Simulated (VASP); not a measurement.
# W4C: single point with PBE

The system is W4C, a slab with vacuum.

```
CELL_PARAMETERS angstrom
3.18370 0.00000 0.00000
0.00000 3.18370 0.00000
0.00000 0.00000 20.14258
ATOMIC_POSITIONS crystal
W 0.50000 0.50000 0.19858
W 0.00000 0.00000 0.27761
W 0.50000 0.50000 0.35995
W 0.00000 0.00000 0.42907
C 0.12500 0.12500 0.51747
```

- Program: VASP 6.6.1
- Task: single point
- Functional: PBE
- Potentials or basis: VASP PAW PBE potentials, release 64 (W_sv, C)
- Cutoff: 520 eV
- k mesh: 8 × 8 × 1
- Occupations: gaussian, width 0.1 eV
- Spin: no spin polarisation
- Dipole correction: yes
- Further INCAR settings: ALGO = Normal; EDIFF = 1e-06; NBANDS = 38

* Largest force: 2.265 eV/Å
* Band gap on the k mesh: zero (bands 30 and 31 overlap by 0.51 eV)

Forces on the atoms (eV/Å):
```
W   -0.069 -0.069  2.135
W    0.151  0.151 -2.255
W   -0.160 -0.160 -1.680
W   -0.470 -0.470  1.693
C    0.548  0.548  0.107
```

Levels at points of the mesh, in eV from the Fermi level:
```
           k point  band 28  band 29  band 30  band 31  band 32  band 33
(0.00, 0.00, 0.00)    -0.63    -0.38    -0.33     0.00     0.63     0.63
(0.50, 0.00, 0.00)    -0.67    -0.61     0.11     0.71     0.76     1.19
(0.50, 0.50, 0.00)    -0.66    -0.22     0.40     1.93     2.09     2.12
```

Run time: 7.5 min on 1 thread of Intel Xeon 8259CL (shared host), peak memory 0.36 GiB.

Caveat: spin-orbit coupling is left out, which moves the levels of the heavy elements.
